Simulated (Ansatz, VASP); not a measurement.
**NbP: VASP beside Ansatz**

```
Nb P
1.0
    -1.67492    1.67492    5.74011
     1.67492   -1.67492    5.74011
     1.67492    1.67492   -5.74011
Nb P
2 2
Direct
  0.74988 0.74988 0.00000
  0.49988 0.99988 0.50000
  0.33275 0.33275 0.00000
  0.08275 0.58275 0.50000
```

Alike in both runs: task relaxation of cell and atoms; functional PBE; k mesh 8 × 8 × 8; occupations gaussian, width 0.05 eV; no spin polarisation.

```csv
,VASP,Ansatz
version,VASP 6.6.1,Ansatz 0.2.0
potentials or method,"VASP PAW PBE potentials, release 64 (Nb_sv, P), cutoff 600 eV","scalar-relativistic, plane waves, PAW"
valence electrons in the cell,36,36
```

VASP gave:

```
gap on the k mesh at the Fermi level, each at its own relaxed structure (eV) : none
relaxed volume (Å³/atom)                                                     : 15.99
relaxed length of the cell vector where the two differ most in proportion (Å)              : 6.195
```

Question: Which values does Ansatz return?

Answer: gap on the k mesh at the Fermi level, each at its own relaxed structure (eV): none; relaxed volume (Å³/atom): 16.01; relaxed length of the cell vector where the two differ most in proportion (Å): 6.196.

A gap of «none» marks a metal or a gap that the smearing closes.
